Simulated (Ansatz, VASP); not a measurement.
**Cu: VASP beside Ansatz**

File INCAR:

```
PREC     = Accurate       # precision mode
ENCUT    = 700            # plane-wave cutoff, eV
EDIFF    = 1E-6           # SCF threshold, eV
ISMEAR   = 0              # smearing method
SIGMA    = 0.1            # smearing width, eV
LREAL    = F              # projectors in reciprocal space
LASPH    = T              # aspherical terms in the spheres
NELM     = 120            # most SCF steps
ALGO     = Normal         # electronic algorithm
ISIF     = 2              # what is computed and relaxed
LWAVE    = F              # write WAVECAR
LCHARG   = F              # write CHGCAR
NBANDS   = 16             # bands
GGA_COMPAT= F
```

File KPOINTS:

```
Automatic mesh
0
Gamma
  8 8 8
```

File POSCAR:

```
Cu
1.0
   -1.4427933200      1.4427933200      1.3760814500
    1.4427933200     -1.4427933200      1.3760814500
    1.4427933200      1.4427933200     -1.3760814500
Cu
1
Direct
    0.0000000000      0.0000000000      0.0000000000
```

Input for Ansatz:

```yaml
crystal:
  lattice:
    - [-1.44279332, 1.44279332, 1.37608145]
    - [1.44279332, -1.44279332, 1.37608145]
    - [1.44279332, 1.44279332, -1.37608145]
  atoms:
    - { symbol: Cu, position: [0.0, 0.0, 0.0] }
basis:
  ecutwfc: 420
kpoints:
  mp_grid: { grid: [8, 8, 8] }
hamiltonian:
  xc: lda
scf:
  occupations: { method: gaussian, width: 0.1 }
output:
  forces: true
  stress: true
  eigenvalues: true
```

Alike in both runs: task single point; functional LDA; k mesh 8 × 8 × 8; occupations gaussian, width 0.1 eV; no spin polarisation.

```csv
,VASP,Ansatz
version,VASP 6.6.1,Ansatz 0.2.0
potentials or method,"VASP PAW LDA potentials, release 64 (Cu_sv_GW), cutoff 700 eV","scalar-relativistic, plane waves, PAW"
valence electrons in the cell,19,19
```

|  | VASP | Ansatz | Ansatz less VASP |
| --- | --- | --- | --- |
| gap on the k mesh at the Fermi level (eV) | none | none | - |
| pressure (GPa) | -11.6 | -7.6 | +3.93 |
| traceless stress, the component that is largest in VASP (GPa) | 0.11 | 0.08 | -0.029 |

LDA's correlation is that of Perdew and Zunger in VASP and of Perdew and Wang (1992) in Ansatz. A gap of «none» marks a metal or a gap that the smearing closes.

The k mesh is coarse, so the values compare programs but aren't converged.
